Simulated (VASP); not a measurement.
Here is a VASP 6.6.1 calculation.

Contents of INCAR:

```
SYSTEM = TePb
PREC = Accurate
ENCUT = 520
EDIFF = 1E-6
ISMEAR = -1
SIGMA = 0.02
LREAL = .FALSE.
LASPH = .TRUE.
NELM = 100
ALGO = Normal
ISIF = 2
LWAVE = .FALSE.
LCHARG = .FALSE.
GGA = PS
IVDW = 13
NBANDS = 28
```

KPOINTS

```
regular mesh
0
G
  6 6 2
  0 0 0
```

File POSCAR:

```
TePb
1.0
    4.5439515437      0.0000000000      0.0000000000
   -2.2719757718      3.9351774704      0.0000000000
    0.0000000000      0.0000000000      7.9257636037
Pb Te
2 2
Direct
    0.0000000000      0.0000000000      0.0000000000
    0.0000000000      0.0000000000      0.5000000000
    0.3333333333      0.6666666667      0.2500000000
    0.6666666667      0.3333333333      0.7500000000
```

Potentials or basis: VASP PAW PBE potentials, release 64 (Pb_d, Te).

The run is started by

```console
$ cat potpaw_PBE.64/Pb_d/POTCAR potpaw_PBE.64/Te/POTCAR > POTCAR
$ mpirun -np 1 vasp_std > vasp.out
```

(1) What does it give for the pressure?

(2) Estimate the band gap on the k mesh.

## Answers

(1) -2.4 GPa.

(2) zero (band 20 reaches 5.45 eV, above the bottom of band 21 at 5.44 eV).

Caveat: the k points lie up to 0.40 Å⁻¹ apart; the PAW data sets were made with another functional, which shifts forces and pressure a little; spin-orbit coupling is left out, which moves the levels of the heavy elements; pairwise dispersion overbinds metals, which lowers pressure and volume.
